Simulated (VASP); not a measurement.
# InAs (I-4m2) in VASP: a series of runs

Runs on InAs. Level: PBE. Tasks: single point.

All numbers are computed with VASP 6.6.1; they aren't measurements. Logs are shortened: lines on timing, memory, paths and dates and some standing lists are left out, and cuts for length are marked.

**1. The cell of the first run**

The structure is tetragonal, space group I-4m2 (No. 119). Conventional cell: a = 4.884 Å, b = 4.884 Å, c = 5.758 Å, α = 90.00°, β = 90.00°, γ = 90.00°. Within 3.7 Å of In (site symmetry -4m2) lie 4 As at 2.83 Å. As (site symmetry -4m2) has 4 In at 2.83 Å within 3.7 Å.

**2. Single point, PBE (34.34 Å³/atom)**

Contents of INCAR:

```
  PREC = Accurate
  ENCUT = 520
  EDIFF = 1E-6
  ISMEAR = 0
  SIGMA = 0.15
  LREAL = F
  LASPH = T
  NELM = 100
  ALGO = Normal
  ISIF = 2
  LWAVE = F
  LCHARG = F
  GGA = PE
  NBANDS = 16
```

Contents of KPOINTS:

```
Automatic mesh
0
Gamma
  14 14 14
```

Contents of POSCAR:

```
InAs
1.0
    0.0000000000      2.8788956277      3.4535696110
    3.4535696110      0.0000000000      3.4535696110
    3.4535696110      2.8788956277      0.0000000000
In As
1 1
Direct
    0.0000000000      0.0000000000      0.0000000000
    0.7500000000      0.7500000000      0.7500000000
```

Potentials or basis: VASP PAW PBE potentials, release 64 (In_d, As).

Launch:

```bash
cat potpaw_PBE.64/In_d/POTCAR potpaw_PBE.64/As/POTCAR > POTCAR
mpirun -np 1 vasp_std > vasp.out
```

OUTCAR:

```text
PREC = Accurate
   ENCUT = 520
   EDIFF = 1E-6
   ISMEAR = 0
   LREAL = F
   LASPH = T
   NELM = 100
   ISIF = 2
   GGA = PE

 ion  position               nearest neighbor table
   1  0.000  0.000  0.000-   2 2.83   2 2.83   2 2.83   2 2.83
   2  0.750  0.750  0.750-   1 2.83   1 2.83   1 2.83   1 2.83

  LATTYP: Found a body centered tetragonal cell.
 ALAT       =     4.8840849825
 C/A-ratio  =     1.1788884256

  Lattice vectors:

 A1 = (   0.0000000000,  -2.8788956277,   3.4535696110)
 A2 = (   0.0000000000,  -2.8788956277,  -3.4535696110)
 A3 = (   3.4535696110,   2.8788956277,   0.0000000000)

Analysis of symmetry for initial positions (statically):
=====================================================================
 Subroutine PRICEL returns:
 Original cell was already a primitive cell.

 Routine SETGRP: Setting up the symmetry group for a
 body centered tetragonal supercell.

 Subroutine GETGRP returns: Found  8 space group operations
 (whereof  8 operations were pure point group operations)
 out of a pool of 16 trial point group operations.

The static configuration has the point symmetry D_2d.

Analysis of symmetry for dynamics (positions and initial velocities):
=====================================================================
 Subroutine PRICEL returns:
 Original cell was already a primitive cell.

 Routine SETGRP: Setting up the symmetry group for a
 body centered tetragonal supercell.

 Subroutine GETGRP returns: Found  8 space group operations
 (whereof  8 operations were pure point group operations)
 out of a pool of 16 trial point group operations.

The dynamic configuration has the point symmetry D_2d.

 Subroutine INISYM returns: Found  8 space group operations
 (whereof  8 operations are pure point group operations),
 and found     1 'primitive' translations

----------------------------------------------------------------------------------------

                                     Primitive cell

  volume of cell :      68.6740

  direct lattice vectors                    reciprocal lattice vectors
     0.000000000  2.878895628  3.453569611    -0.144777739  0.173677710  0.144777739
     3.453569611  0.000000000  3.453569611     0.144777739 -0.173677710  0.144777739
     3.453569611  2.878895628  0.000000000     0.144777739  0.173677710 -0.144777739

  length of vectors
     4.496129791  4.884084982  4.496129791     0.268486749  0.268486749  0.268486749

  position of ions in fractional coordinates (direct lattice)
     0.000000000  0.000000000  0.000000000
     0.750000000  0.750000000  0.750000000

  ion indices of the primitive-cell ions
   primitive index   ion index
                 1           1
                 2           2

----------------------------------------------------------------------------------------

 KPOINTS: Automatic mesh

Automatic generation of k-mesh.
 Grid dimensions read from file:
 generate k-points for:   14   14   14

 Generating k-lattice:

  Cartesian coordinates                     Fractional coordinates (reciprocal lattice)
    -0.010341267  0.012405551  0.010341267     0.071428571  0.000000000  0.000000000
     0.010341267 -0.012405551  0.010341267     0.000000000  0.071428571  0.000000000
     0.010341267  0.012405551 -0.010341267     0.000000000  0.000000000  0.071428571

  Length of vectors
     0.019177625  0.019177625  0.019177625

  Shift w.r.t. Gamma in fractional coordinates (k-lattice)
     0.000000000  0.000000000  0.000000000

 Subroutine IBZKPT returns following result:
 ===========================================

 Found    244 irreducible k-points:

 Following reciprocal coordinates:
            Coordinates               Weight
  0.000000  0.000000  0.000000      1.000000
  0.071429  0.000000  0.000000      8.000000
  0.142857  0.000000 -0.000000      8.000000
  0.214286  0.000000 -0.000000      8.000000
  0.285714  0.000000  0.000000      8.000000
  0.357143  0.000000 -0.000000      8.000000
[... 16 lines left out ...]
  0.214286  0.142857 -0.000000     16.000000
  0.285714  0.142857  0.000000     16.000000
 [... further k-points ...]
   k-points           NKPTS =    244   k-points in BZ     NKDIM =    244   number of bands    NBANDS=     16
   number of dos      NEDOS =    301   number of ions     NIONS =      2
   total plane-waves  NPLWV =  46656
   dimension x,y,z NGX =    36 NGY =   36 NGZ =   36
   dimension x,y,z NGXF=    72 NGYF=   72 NGZF=   72
   ions per type =               1   1
   NGX,Y,Z   is equivalent  to a cutoff of  13.31, 12.25, 13.31 a.u.
   NGXF,Y,Z  is equivalent  to a cutoff of  26.62, 24.51, 26.62 a.u.
 SYSTEM =  unknown system
   PREC   = accura    normal or accurate (medium, high low for compatibility)
   ISTART =      0    job   : 0-new  1-cont  2-samecut
   ICHARG =      2    charge: 1-file 2-atom 10-const
   ISPIN  =      1    spin polarized calculation?
   LNONCOLLINEAR =      F non collinear calculations
   LSORBIT =      F    spin-orbit coupling
   LASPH  =      T    aspherical Exc in radial PAW
   ENCUT  =  520.0 eV  38.22 Ry    6.18 a.u.   8.36  9.08  8.36*2*pi/ulx,y,z
   NELM   =    100;   NELMIN=  2; NELMDL= -5     # of ELM steps
   EDIFF  = 0.1E-05   stopping-criterion for ELM
   LREAL  =      F    real-space projection
   EDIFFG = 0.1E-04   stopping-criterion for IOM
   NSW    =      0    number of steps for IOM
   IBRION =     -1    ionic relax: 0-MD 1-quasi-New 2-CG
   NFREE  =      0    steps in history (QN), initial steepest desc. (CG)
   ISIF   =      2    stress and relaxation
   ISYM   =      2    0-nonsym 1-usesym 2-fastsym
   POTIM  = 0.5000    time-step for ionic-motion
   TEBEG  =    0.0;   TEEND  =   0.0 temperature during run
   PSTRESS=    0.0 pullay stress
   NELECT =      18.0000    total number of electrons
   NUPDOWN=      -1.0000    fix difference up-down
   EMIN   =  10.00;   EMAX   =-10.00  energy-range for DOS
   EFERMI =   0.00;   METHOD = LEGACY
   ISMEAR =     0;   SIGMA  =   0.15  broadening in eV -4-tet -1-fermi 0-gaus
   EFERMI_NEDOS =   21; number of points for ismear=-14 and -15
   IALGO  =     38    algorithm
   IMIX   =      4    mixing-type and parameters
     AMIX     =   0.40;   BMIX     =  1.00
     AMIX_MAG =   1.60;   BMIX_MAG =  1.00
  volume/ion in A,a.u.               =      34.34       231.72
  Fermi-wavevector in a.u.,A,eV,Ry     =   1.047695  1.979857 14.934637  1.097665
  Thomas-Fermi vector in A             =   2.182586
   LORBIT       =      0    0 simple, 1 ext, 2 COOP (PROOUT), +10 PAW based schemes
   GGA     = PE    functional components
   LHFCALC =     F    Hartree Fock is set to
   AEXX    =    0.0000 exact exchange contribution
   IVDW    =     0    specifies the selected vdW correction
   LEPSILON=     F    determine dielectric tensor
   LRPA    =     F    only Hartree local field effects (RPA)
 non-spin polarized calculation
 Gauss-broadening in eV      SIGMA  =   0.15
  energy-cutoff  :      520.00
  volume of cell :       68.67
 maximum number of plane-waves:      1871
 NGX is ok and might be reduce to    36
   NGX = 17   NGY = 19   NGZ = 17

 number of electron      17.9999995 magnetization

 Free energy of the ion-electron system (eV)
  ---------------------------------------------------
  ext. energy  EPLUGINS =         0.00000000
  ---------------------------------------------------
  free energy    TOTEN  =        -7.42346805 eV

  energy without entropy =       -7.42269010  energy(sigma->0) =       -7.42307907

 E-fermi :   2.8128     XC(G=0):  -8.2108

 val. band max:        2.8110138844   @ k =   0.0714   0.0714   0.0000
 cond. band min:       2.8344972602   @ k =   0.0714   0.0714   0.0000
 fundamental gap:      0.0234833758
 Fermi energy:         2.8127781732

 k-point     1 :       0.0000    0.0000    0.0000
  band No.  band energies     occupation
      1     -11.5551      2.00000
      2     -11.5551      2.00000
      3     -11.5137      2.00000
      4     -11.5050      2.00000
      5     -11.4637      2.00000
      6      -8.0578      2.00000
[... 8 lines left out ...]
     15      10.4872      0.00000
     16      11.7408      0.00000

 k-point     2 :       0.0714    0.0000    0.0000
  band No.  band energies     occupation
      1     -11.5559      2.00000
      2     -11.5541      2.00000
      3     -11.5138      2.00000
      4     -11.5058      2.00000
      5     -11.4634      2.00000
      6      -8.0230      2.00000
[... 8 lines left out ...]
     15      10.3471      0.00000
     16      11.2637      0.00000

 k-point     3 :       0.1429    0.0000   -0.0000
  band No.  band energies     occupation
      1     -11.5586      2.00000
      2     -11.5517      2.00000
      3     -11.5145      2.00000
      4     -11.5071      2.00000
      5     -11.4624      2.00000
      6      -7.9220      2.00000
[... 8 lines left out ...]
     15      10.2263      0.00000
     16      11.1094      0.00000

 k-point     4 :       0.2143    0.0000   -0.0000
  band No.  band energies     occupation
      1     -11.5637      2.00000
      2     -11.5483      2.00000
      3     -11.5162      2.00000
      4     -11.5072      2.00000
      5     -11.4607      2.00000
      6      -7.7653      2.00000
[... 8 lines left out ...]
     15      10.3818      0.00000
     16      11.6606      0.00000
[... 324 lines left out ...]
 k-point    22 :       0.1429    0.1429    0.0000
  band No.  band energies     occupation
      1     -11.5679      2.00000
      2     -11.5470      2.00000
      3     -11.5129      2.00000
      4     -11.5022      2.00000
      5     -11.4632      2.00000
      6      -7.8941      2.00000
[... 8 lines left out ...]
     15      10.4076      0.00000
     16      11.5210      0.00000

 k-point    23 :       0.2143    0.1429   -0.0000
  band No.  band energies     occupation
      1     -11.5735      2.00000
      2     -11.5431      2.00000
      3     -11.5132      2.00000
      4     -11.5014      2.00000
      5     -11.4626      2.00000
      6      -7.7851      2.00000
[... 8 lines left out ...]
     15      10.8126      0.00000
     16      11.6238      0.00000

 k-point    24 :       0.2857    0.1429    0.0000
  band No.  band energies     occupation
      1     -11.5788      2.00000
      2     -11.5396      2.00000
      3     -11.5145      2.00000
      4     -11.5008      2.00000
      5     -11.4613      2.00000
      6      -7.6264      2.00000
[... 8 lines left out ...]
     15      11.0028      0.00000
     16      12.0881      0.00000

 [... further k-points ...]

------------------------ aborting loop because EDIFF is reached ----------------------------------------

  FORCE on cell =-STRESS in cart. coord.  units (eV):
  Direction    XX          YY          ZZ          XY          YZ          ZX
  --------------------------------------------------------------------------------------
  -------------------------------------------------------------------------------------
  Total       -2.8725766     -0.9699018     -2.8725766      0.0000000     -0.0000000      0.0000000
  in kB      -67.0177526    -22.6279911    -67.0177526      0.0000000     -0.0000000      0.0000000
  external PRESSURE =     -52.2211654 kB  Pullay stress =       0.0000000 kB

 VOLUME and BASIS-vectors are now :
 -----------------------------------------------------------------------------
  energy-cutoff  :      520.00
  volume of cell :       68.67
      direct lattice vectors                 reciprocal lattice vectors
     0.000000000  2.878895628  3.453569611    -0.144777739  0.173677710  0.144777739
     3.453569611  0.000000000  3.453569611     0.144777739 -0.173677710  0.144777739
     3.453569611  2.878895628  0.000000000     0.144777739  0.173677710 -0.144777739

 POSITION                                       TOTAL-FORCE (eV/Angst)
 -----------------------------------------------------------------------------------
      0.00000      0.00000      0.00000         0.000000     -0.000000      0.000000
      5.18035      4.31834      5.18035        -0.000000      0.000000     -0.000000
 -----------------------------------------------------------------------------------
    total drift:                                0.000000      0.000001      0.000000

  FREE ENERGIE OF THE ION-ELECTRON SYSTEM (eV)
  ---------------------------------------------------
  free  energy   TOTEN  =        -7.4234680488 eV

  energy  without entropy=       -7.4226900968  energy(sigma->0) =       -7.42307907
```

Wall time 1.7 min (1 thread of Intel Xeon 6975P-C (Granite Rapids), shared host); peak memory 0.41 GiB.

What came out:

```
Free energy            : -7.4235 eV
Pressure               : -5.2 GPa
Band gap on the k mesh : 0.02 eV
```

Stress tensor (GPa, compression positive):
```
-6.70  0.00  0.00
 0.00 -2.26  0.00
 0.00  0.00 -6.70
```

Caveat: the cell stands under tension; semilocal functionals underestimate gaps, and a narrow one can read as zero; spin-orbit coupling is left out, which moves the levels of the heavy elements.

**3. Single point, PBE (34.34 Å³/atom)**

Contents of INCAR:

```
SYSTEM = InAs
PREC     = Accurate       ! precision mode
ENCUT    = 520            ! plane-wave cutoff, eV
EDIFF    = 1E-7           ! SCF threshold, eV
ISMEAR   = 0              ! smearing method
SIGMA    = 0.15           ! smearing width, eV
LREAL    = .False.        ! projectors in reciprocal space
LASPH    = .True.         ! aspherical terms in the spheres
NELM     = 60             ! most SCF steps
ALGO     = Normal         ! electronic algorithm
ISIF     = 2              ! what is computed and relaxed
LWAVE    = .False.        ! write WAVECAR
LCHARG   = .True.         ! write CHGCAR
GGA      = PE             ! functional
LELF     = .True.         ! ELF
LVHAR    = .True.       
NBANDS   = 16             ! bands
```

Contents of KPOINTS:

```
Automatic mesh
0
Gamma
  14 14 14
  0 0 0
```

Contents of POSCAR:

```
InAs
1.0
    0.0000000000      3.0589189352      3.3504040912
    3.3504040912      0.0000000000      3.3504040912
    3.3504040912      3.0589189352      0.0000000000
In As
1 1
Direct
    0.0000000000      0.0000000000      0.0000000000
    0.7500000000      0.7500000000      0.7500000000
```

Potentials or basis: VASP PAW PBE potentials, release 64 (In_d, As).

Launch:

```bash
cat potpaw_PBE.64/In_d/POTCAR potpaw_PBE.64/As/POTCAR > POTCAR
mpirun -np 1 vasp_std > vasp.out
```

OUTCAR:

```text
SYSTEM = InAs
   PREC = Accurate
   ENCUT = 520
   EDIFF = 1E-7
   ISMEAR = 0
   LREAL = .False.
   LASPH = .True.
   NELM = 60
   ISIF = 2
   GGA = PE

 ion  position               nearest neighbor table
   1  0.000  0.000  0.000-   2 2.82   2 2.82   2 2.82   2 2.82
   2  0.750  0.750  0.750-   1 2.82   1 2.82   1 2.82   1 2.82

  LATTYP: Found a body centered tetragonal cell.
 ALAT       =     4.7381869052
 C/A-ratio  =     1.2911769824

  Lattice vectors:

[... 645 lines left out ...]

  FORCE on cell =-STRESS in cart. coord.  units (eV):
  Direction    XX          YY          ZZ          XY          YZ          ZX
  --------------------------------------------------------------------------------------
  -------------------------------------------------------------------------------------
  Total       -2.5330053     -1.4283310     -2.5330053      0.0000000     -0.0000000      0.0000000
  in kB      -59.0954908    -33.3232312    -59.0954908      0.0000000     -0.0000000      0.0000000
  external PRESSURE =     -50.5047376 kB  Pullay stress =       0.0000000 kB

 VOLUME and BASIS-vectors are now :
 -----------------------------------------------------------------------------
  energy-cutoff  :      520.00
  volume of cell :       68.67
      direct lattice vectors                 reciprocal lattice vectors
     0.000000000  3.058918935  3.350404091    -0.149235730  0.163456440  0.149235730
     3.350404091  0.000000000  3.350404091     0.149235730 -0.163456440  0.149235730
     3.350404091  3.058918935  0.000000000     0.149235730  0.163456440 -0.149235730

 POSITION                                       TOTAL-FORCE (eV/Angst)
 -----------------------------------------------------------------------------------
      0.00000      0.00000      0.00000        -0.000000     -0.000000     -0.000000
      5.02561      4.58838      5.02561         0.000000      0.000000      0.000000
 -----------------------------------------------------------------------------------
    total drift:                                0.000000      0.000000      0.000000

  FREE ENERGIE OF THE ION-ELECTRON SYSTEM (eV)
  ---------------------------------------------------
  free  energy   TOTEN  =        -7.5161055854 eV

  energy  without entropy=       -7.5156778113  energy(sigma->0) =       -7.51589170
```

OSZICAR:

```text
N       E                     dE             d eps       ncg     rms          rms(c)
DAV:   1     0.112064450714E+03    0.11206E+03   -0.80529E+03  7832   0.113E+03
DAV:   2     0.316421334667E+00   -0.11175E+03   -0.10742E+03  8520   0.283E+02
DAV:   3    -0.751926978387E+01   -0.78357E+01   -0.77951E+01 10104   0.749E+01
DAV:   4    -0.772744731929E+01   -0.20818E+00   -0.20812E+00  9744   0.142E+01
DAV:   5    -0.773731479999E+01   -0.98675E-02   -0.98673E-02 11776   0.253E+00    0.320E+00
DAV:   6    -0.752326990781E+01    0.21404E+00   -0.37370E-01 12112   0.810E+00    0.174E+00
DAV:   7    -0.751340391178E+01    0.98660E-02   -0.76482E-02  9456   0.191E+00    0.633E-01
DAV:   8    -0.751524039518E+01   -0.18365E-02   -0.82716E-03  9792   0.955E-01    0.110E-01
DAV:   9    -0.751595703798E+01   -0.71664E-03   -0.10219E-03 10120   0.305E-01    0.830E-02
DAV:  10    -0.751604841146E+01   -0.91373E-04   -0.88476E-05 10408   0.811E-02    0.406E-02
DAV:  11    -0.751610431339E+01   -0.55902E-04   -0.10190E-04  9320   0.699E-02    0.166E-02
DAV:  12    -0.751610461978E+01   -0.30640E-06   -0.28503E-06  9768   0.129E-02    0.917E-03
DAV:  13    -0.751610532941E+01   -0.70963E-06   -0.85823E-07 10048   0.531E-03    0.335E-03
DAV:  14    -0.751610560595E+01   -0.27654E-06   -0.42504E-07  9136   0.483E-03    0.171E-03
DAV:  15    -0.751610558540E+01    0.20551E-07   -0.81140E-09  8488   0.104E-03
   1 F= -.75161056E+01 E0= -.75158917E+01  d E =-.427774E-03
```

stdout:

```text
POSCAR found type information on POSCAR InAs
 POSCAR found :  2 types and       2 ions
 scaLAPACK will be used
 LDA part: xc-table for (Slater+PW92), standard interpolation
 POSCAR, INCAR and KPOINTS ok, starting setup
 FFT: planning ... GRIDC
 FFT: planning ... GRID_SOFT
 FFT: planning ... GRID
 WAVECAR not read
 entering main loop
```

It took 1.9 min on 1 thread of Intel Xeon 6975P-C (Granite Rapids), shared host; peak memory 0.4 GiB.

Results:

```
Free energy            : -7.5161 eV
Pressure               : -5.1 GPa
Band gap on the k mesh : 0.13 eV (least direct gap 0.29 eV)
```

Stress tensor (GPa, compression positive):
```
-5.91  0.00  0.00
 0.00 -3.33  0.00
 0.00  0.00 -5.91
```

Levels at points of the mesh, in eV from the valence-band top:
```tsv
k point	band 5	band 6	band 7	band 8	band 9	band 10	band 11	band 12	band 13	band 14
(0.00, 0.00, 0.00)	-14.11	-10.74	-1.36	-0.18	-0.18	0.13	3.60	3.79	3.79	6.73
(0.50, 0.00, 0.00)	-14.10	-9.85	-4.91	-1.00	-0.57	0.40	4.23	4.66	6.29	7.94
(0.50, 0.50, 0.00)	-14.11	-9.57	-5.22	-1.62	-1.60	1.87	2.06	7.30	7.59	7.80
(0.50, 0.00, 0.50)	-14.09	-9.42	-4.84	-2.01	-2.01	1.42	1.59	7.75	7.75	8.22
```

Caveat: the cell stands under tension; semilocal functionals underestimate gaps, and a narrow one can read as zero; spin-orbit coupling is left out, which moves the levels of the heavy elements. A k mesh can miss the band edges.
